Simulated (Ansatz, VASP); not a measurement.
Te in VASP and in Ansatz

```
Te
1.0
     6.15168    0.00000    0.00000
     0.00000    6.15168    0.00000
     0.00000    0.00000    6.15168
Te
8
Direct
  0.50000 0.50000 0.50000
  0.00000 0.00000 0.00000
  0.25000 0.00000 0.50000
  0.50000 0.25000 0.00000
  0.50000 0.75000 0.00000
  0.75000 0.00000 0.50000
  0.00000 0.50000 0.75000
  0.00000 0.50000 0.25000
```

Alike in both runs: functional PBE; k mesh 4 × 4 × 4; occupations gaussian, width 0.1 eV; no spin polarisation.

Ansatz relaxed the structure, and its values are those at the end. VASP's run is a single point on that final structure, the one shown.

|  | VASP | Ansatz |
| --- | --- | --- |
| version | VASP 6.6.1 | Ansatz 0.2.0 |
| potentials or method | VASP PAW PBE potentials, release 64 (Te), cutoff 520 eV | scalar-relativistic, plane waves, PAW |
| valence electrons in the cell | 48 | 128 |

|  | VASP | Ansatz | Ansatz less VASP |
| --- | --- | --- | --- |
| gap on the k mesh at the Fermi level (eV) | none | none | - |
| pressure (GPa) | 0.0 | 0.1 | +0.08 |

A gap of «none» marks a metal or a gap that the smearing closes. VASP's potentials hold 48 valence electrons a cell and Ansatz's 128, so a difference there can come from the potentials and not from the codes.

Neither program's run includes spin-orbit coupling.
